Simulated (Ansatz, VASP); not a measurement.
MoIr4 in VASP and in Ansatz

```
Mo Ir
1.0
     4.71101    0.00000    0.00000
     0.00000    4.71101    0.00000
     0.00000    0.00000    4.71101
Mo Ir
1 4
Direct
  0.50000 0.50000 0.50000
  0.00000 0.00000 0.00000
  0.50000 0.00000 0.00000
  0.00000 0.50000 0.00000
  0.00000 0.00000 0.50000
```

Alike in both runs: functional PBE; k mesh 8 × 8 × 8; occupations gaussian, width 0.1 eV; collinear spin.

Ansatz relaxed the structure, and its values are those at the end. VASP's run is a single point on that final structure, the one shown.

|  | VASP | Ansatz |
| --- | --- | --- |
| version | VASP 6.6.1 | Ansatz 0.2.0 |
| potentials or method | VASP PAW PBE potentials, release 64 (Mo_sv, Ir), cutoff 520 eV | scalar-relativistic, plane waves, PAW |
| valence electrons in the cell | 50 | 82 |

|  | VASP | Ansatz | Ansatz less VASP |
| --- | --- | --- | --- |
| gap on the k mesh at the Fermi level (eV) | none | none | - |
| pressure (GPa) | -0.2 | 0.0 | +0.16 |
| net moment per atom (μB) | 0.66 | 0.67 | +0.006 |
| size of the moment on the site where the two differ most (μB) | 2.85 | 3.01 | +0.152 |

Site moments also hang on the region over which each program counts them. A gap of «none» marks a metal or a gap that the smearing closes. VASP's potentials hold 50 valence electrons a cell and Ansatz's 82, so a difference there can come from the potentials and not from the codes.

Neither program's run includes spin-orbit coupling.
